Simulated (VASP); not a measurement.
# C (I4_1/amd) in VASP: notebook

Runs on C. Level: PBE. Tasks: single point, relaxation of cell and atoms.

Everything below comes from runs of VASP 6.6.1. Logs are shortened: lines on timing, memory, paths and dates and some standing lists are left out, and cuts for length are marked.

**1. The cell of the first run**

It takes space group I4_1/amd (No. 141, tetragonal). Conventional cell: a = 4.937 Å, b = 4.937 Å, c = 4.975 Å, α = 90.00°, β = 90.00°, γ = 90.00°. Within 2.0 Å of C (site symmetry 2) lie 4 C at 1.52 to 1.59 Å.

**2. Single point, PBE**

INCAR reads:

```
  PREC = Accurate
  ENCUT = 520
  EDIFF = 1E-6
  ISMEAR = 0
  SIGMA = 0.1
  LREAL = False
  LASPH = True
  NELM = 80
  ALGO = Normal
  ISIF = 2
  LWAVE = False
  LCHARG = True
  GGA = PE
  LELF = True
  LVHAR = True
  NBANDS = 26
```

KPOINTS reads:

```
regular mesh
0
Gamma
  4 4 4
```

POSCAR reads:

```
C
1.0
    2.4684134613      2.4684466000     -2.4875531346
   -2.4684003305      2.4684042976      2.4875274792
    2.4684593579     -2.4684335942      2.4876061372
C
8
Direct
    0.5000009444      0.5889191767      0.4110946742
    0.3221732890      0.1610846718      0.1610978607
    0.6778218579      0.8389195564      0.8389069809
    0.4999985733      0.9110934812      0.0889153381
    0.0000159478      0.1610893410      0.8389136486
    0.1778255270      0.5889062478      0.0889087745
    0.8221773350      0.9110843254      0.4110829879
    0.9999865254      0.8389031998      0.1610797353
```

Potentials or basis: VASP PAW PBE potentials, release 64 (C).

The run is started by

```sh
$ cat potpaw_PBE.64/C/POTCAR > POTCAR
$ mpirun -np 1 vasp_std > vasp.out
```

OUTCAR:

```text
PREC = Accurate
   ENCUT = 520
   EDIFF = 1E-6
   ISMEAR = 0
   LREAL = False
   LASPH = True
   NELM = 80
   ISIF = 2
   GGA = PE

 ion  position               nearest neighbor table
   1  0.500  0.589  0.411-   3 1.52   2 1.52   6 1.59   7 1.59
   2  0.322  0.161  0.161-   4 1.52   1 1.52   5 1.59   8 1.59
   3  0.678  0.839  0.839-   1 1.52   4 1.52   8 1.59   5 1.59
   4  0.500  0.911  0.089-   2 1.52   3 1.52   6 1.59   7 1.59
   5  0.000  0.161  0.839-   6 1.52   7 1.52   2 1.59   3 1.59
   6  0.178  0.589  0.089-   5 1.52   8 1.52   1 1.59   4 1.59
   7  0.822  0.911  0.411-   8 1.52   5 1.52   1 1.59   4 1.59
   8  1.000  0.839  0.161-   7 1.52   6 1.52   2 1.59   3 1.59

  LATTYP: Found a base centered monoclinic cell.
 ALAT       =     4.9751336168
 B/A-ratio  =     1.4033382849
 C/A-ratio  =     0.8615785856
 COS(beta)  =    -0.5803107169

  Lattice vectors:

 A1 = (   2.4684134613,   2.4684466000,  -2.4875531346)
 A2 = (  -2.4684724887,  -2.4684173034,  -2.4875804818)
 A3 = (  -2.4684003305,   2.4684042976,   2.4875274792)

Analysis of symmetry for initial positions (statically):
=====================================================================
 Subroutine PRICEL returns:
 Original cell was already a primitive cell.

 Routine SETGRP: Setting up the symmetry group for a
 base centered monoclinic supercell.

 Subroutine GETGRP returns: Found  1 space group operations
 (whereof  1 operations were pure point group operations)
 out of a pool of  4 trial point group operations.

The static configuration has the point symmetry C_1 .

Analysis of symmetry for dynamics (positions and initial velocities):
=====================================================================
 Subroutine PRICEL returns:
 Original cell was already a primitive cell.

 Routine SETGRP: Setting up the symmetry group for a
 base centered monoclinic supercell.

 Subroutine GETGRP returns: Found  1 space group operations
 (whereof  1 operations were pure point group operations)
 out of a pool of  4 trial point group operations.

The dynamic configuration has the point symmetry C_1 .

 Subroutine INISYM returns: Found  1 space group operations
 (whereof  1 operations are pure point group operations),
 and found     1 'primitive' translations

----------------------------------------------------------------------------------------

                                     Primitive cell

  volume of cell :      60.6285

  direct lattice vectors                    reciprocal lattice vectors
     2.468413461  2.468446600 -2.487553135     0.202556842  0.202557736 -0.000001210
    -2.468400331  2.468404298  2.487527479    -0.000002692  0.202559319  0.201000820
     2.468459358 -2.468433594  2.487606137     0.202555217  0.000000506  0.200997224

  length of vectors
     4.286515395  4.286468585  4.286565094     0.286459265  0.285362239  0.285356794

  position of ions in fractional coordinates (direct lattice)
     0.500000944  0.588919177  0.411094674
     0.322173289  0.161084672  0.161097861
     0.677821858  0.838919556  0.838906981
     0.499998573  0.911093481  0.088915338
     0.000015948  0.161089341  0.838913649
     0.177825527  0.588906248  0.088908774
     0.822177335  0.911084325  0.411082988
     0.999986525  0.838903200  0.161079735

  ion indices of the primitive-cell ions
   primitive index   ion index
                 1           1
                 2           2
                 3           3
                 4           4
                 5           5
                 6           6
                 7           7
                 8           8

----------------------------------------------------------------------------------------

 KPOINTS: regular mesh

Automatic generation of k-mesh.
 Grid dimensions read from file:
 generate k-points for:    4    4    4

 Generating k-lattice:

  Cartesian coordinates                     Fractional coordinates (reciprocal lattice)
     0.050639210  0.050639434 -0.000000303     0.250000000  0.000000000 -0.000000000
    -0.000000673  0.050639830  0.050250205     0.000000000  0.250000000 -0.000000000
     0.050638804  0.000000126  0.050249306     0.000000000 -0.000000000  0.250000000

  Length of vectors
     0.071614816  0.071340560  0.071339199

  Shift w.r.t. Gamma in fractional coordinates (k-lattice)
     0.000000000  0.000000000  0.000000000

 Subroutine IBZKPT returns following result:
 ===========================================

 Found     36 irreducible k-points:

 Following reciprocal coordinates:
            Coordinates               Weight
  0.000000  0.000000  0.000000      1.000000
  0.250000  0.000000 -0.000000      2.000000
  0.500000  0.000000 -0.000000      1.000000
  0.000000  0.250000 -0.000000      2.000000
  0.250000 -0.250000  0.000000      2.000000
  0.250000  0.250000 -0.000000      2.000000
[... 16 lines left out ...]
 -0.000000 -0.250000  0.250000      2.000000
  0.250000 -0.250000  0.250000      2.000000
 [... further k-points ...]
   k-points           NKPTS =     36   k-points in BZ     NKDIM =     36   number of bands    NBANDS=     26
   number of dos      NEDOS =    301   number of ions     NIONS =      8
   total plane-waves  NPLWV =  32768
   dimension x,y,z NGX =    32 NGY =   32 NGZ =   32
   dimension x,y,z NGXF=    64 NGYF=   64 NGZF=   64
   ions per type =               8
   NGX,Y,Z   is equivalent  to a cutoff of  12.41, 12.41, 12.41 a.u.
   NGXF,Y,Z  is equivalent  to a cutoff of  24.82, 24.82, 24.82 a.u.
 SYSTEM =  unknown system
   PREC   = accura    normal or accurate (medium, high low for compatibility)
   ISTART =      0    job   : 0-new  1-cont  2-samecut
   ICHARG =      2    charge: 1-file 2-atom 10-const
   ISPIN  =      1    spin polarized calculation?
   LNONCOLLINEAR =      F non collinear calculations
   LSORBIT =      F    spin-orbit coupling
   LASPH  =      T    aspherical Exc in radial PAW
   ENCUT  =  520.0 eV  38.22 Ry    6.18 a.u.   7.97  7.97  7.97*2*pi/ulx,y,z
   NELM   =     80;   NELMIN=  2; NELMDL= -5     # of ELM steps
   EDIFF  = 0.1E-05   stopping-criterion for ELM
   LREAL  =      F    real-space projection
   EDIFFG = 0.1E-04   stopping-criterion for IOM
   NSW    =      0    number of steps for IOM
   IBRION =     -1    ionic relax: 0-MD 1-quasi-New 2-CG
   NFREE  =      0    steps in history (QN), initial steepest desc. (CG)
   ISIF   =      2    stress and relaxation
   ISYM   =      2    0-nonsym 1-usesym 2-fastsym
   POTIM  = 0.5000    time-step for ionic-motion
   TEBEG  =    0.0;   TEEND  =   0.0 temperature during run
   PSTRESS=    0.0 pullay stress
   NELECT =      32.0000    total number of electrons
   NUPDOWN=      -1.0000    fix difference up-down
   EMIN   =  10.00;   EMAX   =-10.00  energy-range for DOS
   EFERMI =   0.00;   METHOD = LEGACY
   ISMEAR =     0;   SIGMA  =   0.10  broadening in eV -4-tet -1-fermi 0-gaus
   EFERMI_NEDOS =   21; number of points for ismear=-14 and -15
   IALGO  =     38    algorithm
   IMIX   =      4    mixing-type and parameters
     AMIX     =   0.40;   BMIX     =  1.00
     AMIX_MAG =   1.60;   BMIX_MAG =  1.00
  volume/ion in A,a.u.               =       7.58        51.14
  Fermi-wavevector in a.u.,A,eV,Ry     =   1.323019  2.500142 23.815338  1.750378
  Thomas-Fermi vector in A             =   2.452657
   LORBIT       =      0    0 simple, 1 ext, 2 COOP (PROOUT), +10 PAW based schemes
   GGA     = PE    functional components
   LHFCALC =     F    Hartree Fock is set to
   AEXX    =    0.0000 exact exchange contribution
   IVDW    =     0    specifies the selected vdW correction
   LEPSILON=     F    determine dielectric tensor
   LRPA    =     F    only Hartree local field effects (RPA)
 non-spin polarized calculation
 Gauss-broadening in eV      SIGMA  =   0.10
  energy-cutoff  :      520.00
  volume of cell :       60.63
 maximum number of plane-waves:      1654
   NGX = 15   NGY = 15   NGZ = 15

 number of electron      32.0000002 magnetization

 Free energy of the ion-electron system (eV)
  ---------------------------------------------------
  ext. energy  EPLUGINS =         0.00000000
  ---------------------------------------------------
  free energy    TOTEN  =       -66.89815341 eV

  energy without entropy =      -66.89815341  energy(sigma->0) =      -66.89815341

 E-fermi :   6.4449     XC(G=0): -11.1241

 val. band max:        5.9547706400   @ k =   0.0000   0.0000   0.0000
 cond. band min:       9.2231619722   @ k =  -0.0000  -0.2500   0.2500
 fundamental gap:      3.2683913322
 Fermi energy:         6.4448948483

 k-point     1 :       0.0000    0.0000    0.0000
  band No.  band energies     occupation
      1     -14.3679      2.00000
      2      -8.1034      2.00000
      3      -8.1034      2.00000
      4      -7.0046      2.00000
      5      -5.3247      2.00000
      6      -5.3021      2.00000
[... 18 lines left out ...]
     25      16.7420      0.00000
     26      16.7523      0.00000

 k-point     2 :       0.2500    0.0000   -0.0000
  band No.  band energies     occupation
      1     -13.8876      2.00000
      2     -10.3279      2.00000
      3      -8.0085      2.00000
      4      -6.6365      2.00000
      5      -5.8460      2.00000
      6      -4.9706      2.00000
[... 18 lines left out ...]
     25      16.3843      0.00000
     26      16.9441      0.00000

 k-point     3 :       0.5000    0.0000   -0.0000
  band No.  band energies     occupation
      1     -12.4930      2.00000
      2     -12.4928      2.00000
      3      -7.5999      2.00000
      4      -7.5999      2.00000
      5      -5.5206      2.00000
      6      -5.5205      2.00000
[... 572 lines left out ...]
 k-point    23 :      -0.0000   -0.2500    0.2500
  band No.  band energies     occupation
      1     -13.8876      2.00000
      2     -10.3278      2.00000
      3      -8.0086      2.00000
      4      -6.6365      2.00000
      5      -5.8460      2.00000
      6      -4.9706      2.00000
[... 18 lines left out ...]
     25      16.3843      0.00000
     26      16.9407      0.00000

 k-point    24 :       0.2500   -0.2500    0.2500
  band No.  band energies     occupation
      1     -13.4391      2.00000
      2     -10.6134      2.00000
      3      -9.2110      2.00000
      4      -7.8226      2.00000
      5      -3.9350      2.00000
      6      -3.7918      2.00000
[... 18 lines left out ...]
     25      16.0254      0.00000
     26      16.3320      0.00000

 [... further k-points ...]

------------------------ aborting loop because EDIFF is reached ----------------------------------------

  FORCE on cell =-STRESS in cart. coord.  units (eV):
  Direction    XX          YY          ZZ          XY          YZ          ZX
  --------------------------------------------------------------------------------------
  -------------------------------------------------------------------------------------
  Total        0.1995156      0.1996806      0.1545869     -0.0004122      0.0011116     -0.0023538
  in kB        5.2724286      5.2767886      4.0851353     -0.0108919      0.0293745     -0.0622022
  external PRESSURE =       4.8781175 kB  Pullay stress =       0.0000000 kB

 VOLUME and BASIS-vectors are now :
 -----------------------------------------------------------------------------
  energy-cutoff  :      520.00
  volume of cell :       60.63
      direct lattice vectors                 reciprocal lattice vectors
     2.468413461  2.468446600 -2.487553135     0.202556842  0.202557736 -0.000001210
    -2.468400331  2.468404298  2.487527479    -0.000002692  0.202559319  0.201000820
     2.468459358 -2.468433594  2.487606137     0.202555217  0.000000506  0.200997224

 POSITION                                       TOTAL-FORCE (eV/Angst)
 -----------------------------------------------------------------------------------
      0.79529      1.67316      1.24382         0.015053     -0.016049     -0.000962
      0.79530      0.79523      0.00003         0.015055      0.016201      0.000210
      1.67316      1.67317      2.48759        -0.014853     -0.015870      0.000590
     -0.79526      3.26369      1.24378        -0.014739      0.015877     -0.000626
      1.67323     -1.67313      2.48756        -0.016264      0.014769      0.000073
     -0.79524      1.67315      1.24374        -0.016069     -0.014927      0.000798
      0.79529      3.26369      1.24375         0.015871      0.015000      0.000728
      0.79525      4.14155     -0.00002         0.015947     -0.015002     -0.000811
 -----------------------------------------------------------------------------------
    total drift:                                0.000023     -0.000013      0.000007

  FREE ENERGIE OF THE ION-ELECTRON SYSTEM (eV)
  ---------------------------------------------------
  free  energy   TOTEN  =       -66.8981534063 eV

  energy  without entropy=      -66.8981534063  energy(sigma->0) =      -66.89815341
```

It took 29 s on 1 thread of Intel Xeon Platinum 8488C (Sapphire Rapids), shared host; peak memory 0.18 GiB.

What came out:

- Free energy: -66.8982 eV
- Pressure: 0.5 GPa
- Largest force: 0.022 eV/Å
- Band gap on the k mesh: 3.27 eV (least direct gap 3.52 eV)

Forces on the atoms (eV/Å):
```
C    0.015 -0.016 -0.001
C    0.015  0.016  0.000
C   -0.015 -0.016  0.001
C   -0.015  0.016 -0.001
C   -0.016  0.015  0.000
C   -0.016 -0.015  0.001
C    0.016  0.015  0.001
C    0.016 -0.015 -0.001
```

Stress tensor (GPa, compression positive):
```
 0.53  0.00 -0.01
 0.00  0.53  0.00
-0.01  0.00  0.41
```

Caveat: the k points lie up to 0.45 Å⁻¹ apart. A k mesh can miss the band edges.

**3. Relaxation of cell and atoms, PBE**

This run uses another cell than the first one, of 7.12 Å³/atom.

INCAR reads:

```
PREC = Accurate
ENCUT = 600
EDIFF = 1E-7
ISMEAR = 0
SIGMA = 0.1
LREAL = F
LASPH = T
NELM = 60
ALGO = Normal
ISIF = 3
LWAVE = F
LCHARG = F
GGA = PE
IBRION = 2
NSW = 90
EDIFFG = -0.04
```

KPOINTS reads:

```
regular mesh
0
Gamma
  6 6 6
```

POSCAR reads:

```
C
1.0
   -2.3979090500      2.3979090500      2.4771653800
    2.3979090500     -2.3979090500      2.4771653800
    2.3979090500      2.3979090500     -2.4771653800
C
8
Direct
    0.5910748800      0.4089251200      0.5000000000
    0.1589251200      0.1589251200      0.3178502300
    0.8410748800      0.8410748800      0.6821497700
    0.9089251200      0.0910748800      0.5000000000
    0.1589251200      0.8410748800      0.0000000000
    0.5910748800      0.0910748800      0.1821497700
    0.9089251200      0.4089251200      0.8178502300
    0.8410748800      0.1589251200      0.0000000000
```

Potentials or basis: VASP PAW PBE potentials, release 64 (C).

The run is started by

```sh
$ cat potpaw_PBE.64/C/POTCAR > POTCAR
$ mpirun -np 1 vasp_std > vasp.out
```

It took 3 min on 1 thread of Intel Xeon Platinum 8488C (Sapphire Rapids), shared host; peak memory 0.2 GiB.

It converged, with:

* Free energy: -66.9034 eV
* Relaxed volume: 7.57 Å³/atom
* Relaxed cell: a = 4.286 Å, b = 4.286 Å, c = 4.286 Å, α = 109.68°, β = 109.68°, γ = 109.05°
* Space group after relaxing (to 0.1 Å): I4_1/amd (No. 141)
* Energy gained by relaxing: 52.7 meV/atom
* Ionic steps: 10
* Pressure after relaxing: 0.3 GPa
* Largest force after relaxing: 0.007 eV/Å
* Band gap on the k mesh: 3.28 eV (least direct gap 3.54 eV)

Forces on the atoms (eV/Å):
```
C   -0.005  0.005  0.000
C   -0.005 -0.005  0.000
C    0.005  0.005  0.000
C    0.005 -0.005  0.000
C    0.005 -0.005  0.000
C    0.005  0.005  0.000
C   -0.005 -0.005  0.000
C   -0.005  0.005  0.000
```

Step by step:
```
step  energy change (eV)  largest force (eV/Å)  pressure (GPa)  volume (Å³)
   1              0.0000                1.9611           23.30        56.97
   2              1.5204                3.7807          -20.63        65.91
   3             -0.3718                0.5976            4.66        59.36
   4             -0.3749                0.4544            5.78        59.18
   5             -0.3751                0.4142            6.10        59.13
   6             -0.3939                0.1330           -4.82        61.62
   7             -0.4138                0.0835           -0.46        60.56
   8             -0.4188                0.0388            0.31        60.51
   9             -0.4196                0.1112            0.76        60.48
  10             -0.4217                0.0067            0.28        60.59
```

Final structure:
```
CELL_PARAMETERS angstrom
-2.46785 2.46785 2.48732
2.46785 -2.46785 2.48732
2.46785 2.46785 -2.48732
ATOMIC_POSITIONS crystal
C 0.58883 0.41117 0.50000
C 0.16117 0.16117 0.32234
C 0.83883 0.83883 0.67766
C 0.91117 0.08883 0.50000
C 0.16117 0.83883 0.00000
C 0.58883 0.08883 0.17766
C 0.91117 0.41117 0.82234
C 0.83883 0.16117 0.00000
```

Levels at points of the mesh, in eV from the valence-band top:
```
           k point  band 14  band 15  band 16  band 17  band 18  band 19
(0.00, 0.00, 0.00)    -1.72     0.00     0.00     3.72     3.94     3.94
(0.50, 0.00, 0.00)    -2.87    -1.48    -0.96     3.70     4.33     5.91
(0.50, 0.50, 0.00)    -3.95    -1.67    -1.67     4.25     4.25     6.07
(0.50, 0.50, 0.50)    -3.85    -0.73    -0.73     4.90     4.90     7.11
```

A k mesh can miss the band edges.

**4. Relaxation of cell and atoms, PBE**

INCAR reads:

```
  ALGO = Normal
  EDIFF = 1E-6
  EDIFFG = -0.01
  ENCUT = 600
  GGA = PE
  IBRION = 2
  ISIF = 3
  ISMEAR = 0
  LASPH = T
  LCHARG = F
  LREAL = F
  LWAVE = F
  NELM = 100
  NSW = 100
  PREC = Accurate
  SIGMA = 0.02
```

KPOINTS reads:

```
k-points
0
Gamma
  6 6 6
```

POSCAR reads:

```
C
1.0
   -2.4683138478      2.4683138478      2.4877391965
    2.4683138478     -2.4683138478      2.4877391965
    2.4683138478      2.4683138478     -2.4877391965
C
8
Direct
    0.5889064086      0.4110935914      0.5000000000
    0.1610935914      0.1610935914      0.3221871828
    0.8389064086      0.8389064086      0.6778128172
    0.9110935914      0.0889064086      0.5000000000
    0.1610935914      0.8389064086      0.0000000000
    0.5889064086      0.0889064086      0.1778128172
    0.9110935914      0.4110935914      0.8221871828
    0.8389064086      0.1610935914      0.0000000000
```

The run is started by

```sh
$ cat potpaw_PBE.64/C/POTCAR > POTCAR
$ mpirun -np 1 vasp_std > vasp.out
```

Wall time 44 s (1 thread of Intel Xeon Platinum 8488C (Sapphire Rapids), shared host); peak memory 0.2 GiB.

It converged, with:

| Item | Value |
| --- | --- |
| Free energy | -66.9128 eV |
| Relaxed volume | 7.58 Å³/atom |
| Relaxed cell | a = 4.287 Å, b = 4.287 Å, c = 4.287 Å, α = 109.68°, β = 109.68°, γ = 109.05° |
| Space group after relaxing (to 0.1 Å) | I4_1/amd (No. 141) |
| Energy gained by relaxing | 0.0 meV/atom |
| Ionic steps | 3 |
| Pressure after relaxing | 0.0 GPa |
| Band gap on the k mesh | 3.29 eV (least direct gap 3.55 eV) |

Final structure:
```
C
1.0
    -2.46855    2.46855    2.48762
     2.46855   -2.46855    2.48762
     2.46855    2.46855   -2.48762
C
8
Direct
  0.58887 0.41113 0.50000
  0.16113 0.16113 0.32226
  0.83887 0.83887 0.67774
  0.91113 0.08887 0.50000
  0.16113 0.83887 0.00000
  0.58887 0.08887 0.17774
  0.91113 0.41113 0.82226
  0.83887 0.16113 0.00000
```

Levels at points of the mesh, in eV from the valence-band top:
| k point | band 13 | band 14 | band 15 | band 16 | band 17 | band 18 | band 19 | band 20 |
| --- | --- | --- | --- | --- | --- | --- | --- | --- |
| (0.00, 0.00, 0.00) | -1.91 | -1.71 | 0.00 | 0.00 | 3.72 | 3.94 | 3.94 | 7.25 |
| (0.50, 0.00, 0.00) | -3.87 | -2.87 | -1.47 | -0.95 | 3.70 | 4.33 | 5.91 | 6.81 |
| (0.50, 0.50, 0.00) | -3.94 | -3.94 | -1.66 | -1.66 | 4.26 | 4.26 | 6.07 | 6.07 |
| (0.50, 0.50, 0.50) | -3.84 | -3.84 | -0.72 | -0.72 | 4.90 | 4.90 | 7.11 | 7.11 |

**5. Overview**

```csv
task,cell,k mesh,cutoff (eV),smearing,gap on the mesh (eV),pressure (GPa),relaxed volume (Å³/atom),largest force (eV/Å)
single point,"a = 4.287 Å, angles 109.1, 109.7, 109.7°, 8 atoms, atomic positions A",4 × 4 × 4,520,gaussian 0.1 eV,3.27,0.5,-,0.02
relaxation of cell and atoms,"relaxed from a = 4.200 Å, angles 110.4, 110.4, 107.7°, 8 atoms, atomic positions B",6 × 6 × 6,600,gaussian 0.1 eV,3.28,0.3,7.57,0.01
relaxation of cell and atoms,"relaxed from a = 4.286 Å, angles 109.7, 109.7, 109.0°, 8 atoms, atomic positions A",6 × 6 × 6,600,gaussian 0.02 eV,3.29,0.0,7.58,-
```

Alike in all rows: level PBE; potentials or basis VASP PAW PBE potentials, release 64 (C); no spin polarisation.

Caveats: some runs use coarse meshes.

Absolute energies hang on the potentials; compare differences alone.
